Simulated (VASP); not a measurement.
CdSe (NiAs type), 4 atoms in the cell. The structure is hexagonal, space group P6_3/mmc (No. 194). The conventional cell has a = 3.688 Å, b = 3.688 Å, c = 6.325 Å, α = 90.00°, β = 90.00°, γ = 120.00°. Cd (site symmetry -3m) has 6 Se at 2.65 Å and 2 Cd at 3.16 Å within 3.5 Å. Within 3.5 Å of Se (site symmetry -6m2) lie 6 Cd at 2.65 Å. 

| Item | Value |
| --- | --- |
| Program | VASP 6.6.1 |
| Task | single point |
| Functional | PBE |
| Potentials or basis | VASP PAW PBE potentials, release 64 (Cd, Se) |
| Cutoff | 520 eV |
| k mesh | 10 × 10 × 6 |
| Occupations | fermi-dirac, width 0.05 eV |
| Spin | no spin polarisation |
| Dipole correction | no |
| Further INCAR settings | ALGO = Normal; EDIFF = 1e-06; NBANDS = 26 |

Potentials or basis: VASP PAW PBE potentials, release 64 (Cd, Se).

Command:

```sh
$ cat potpaw_PBE.64/Cd/POTCAR potpaw_PBE.64/Se/POTCAR > POTCAR
$ mpirun -np 1 vasp_std > vasp.out
```

Hardware: 1 thread of AMD EPYC 9R45 96-Core Processor (Zen 5), with other jobs on the host.

Question: Estimate the wall time of this run.

Answer: Run time: 45 s on 1 thread of AMD EPYC 9R45 96-Core Processor (Zen 5), with other jobs on the host, peak memory 0.21 GiB. Counts: scf iterations 12, k points 56.
